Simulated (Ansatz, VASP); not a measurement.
BP in VASP and in Ansatz

```xyz
2
Lattice="0.0000 2.3404 2.3404 2.3404 0.0000 2.3404 2.3404 2.3404 0.0000" Properties=species:S:1:pos:R:3 pbc="T T T"
B     0.0000    0.0000    0.0000
P     1.1702    1.1702    1.1702
```

Alike in both runs: task single point; functional PBE; k mesh 10 × 10 × 10; occupations gaussian, width 0.02 eV; no spin polarisation.

|  | VASP | Ansatz |
| --- | --- | --- |
| version | VASP 6.6.1 | Ansatz 0.2.0 |
| potentials or method | VASP PAW PBE potentials, release 64 (B, P), cutoff 500 eV | scalar-relativistic, plane waves, PAW |
| valence electrons in the cell | 8 | 8 |

```tsv
	VASP	Ansatz	Ansatz less VASP
gap on the k mesh at the Fermi level (eV)	1.36	1.36	+0.003
least direct gap on the mesh (eV)	3.28	3.28	+0.002
pressure (GPa)	-12.0	-11.8	+0.15
```
